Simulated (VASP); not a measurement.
Runs of VASP 6.6.1 on KI. It takes space group Fm-3m (No. 225, cubic). The conventional cell has a = 7.089 Å, b = 7.089 Å, c = 7.089 Å, α = 90.00°, β = 90.00°, γ = 90.00°. Within 4.7 Å of K (site symmetry m-3m) lie 6 I at 3.54 Å. I (site symmetry m-3m) has 6 K at 3.54 Å within 4.7 Å. 

| level | share of exact exchange | screening parameter | gap on the mesh (eV) | pressure (GPa) |
| --- | --- | --- | --- | --- |
| PBE-based screened hybrid with 75 % exact exchange | 0.75 | 0.5 1/Å | (a) | 0.0 |
| HSE06 | 0.25 | 0.2079 1/Å | (b) | 0.3 |
| PBE-based global hybrid with 50 % exact exchange | 0.5 | - | 7.39 | 0.0 |
| PBE0 | 0.25 | - | 5.64 | 0.2 |

Alike in all rows: no spin polarisation; cell a = 5.012 Å, angles 60.0°, 2 atoms; smearing gaussian 0.01 eV.

Q: Fill in the values left out.

A: (a) 5.37; (b) 4.93.

Caveats: the PAW data sets were made with another functional, which shifts forces and pressure a little; spin-orbit coupling is left out, which moves the levels of the heavy elements.

A k mesh can miss the band edges, and the runs leave out spin-orbit coupling on I.
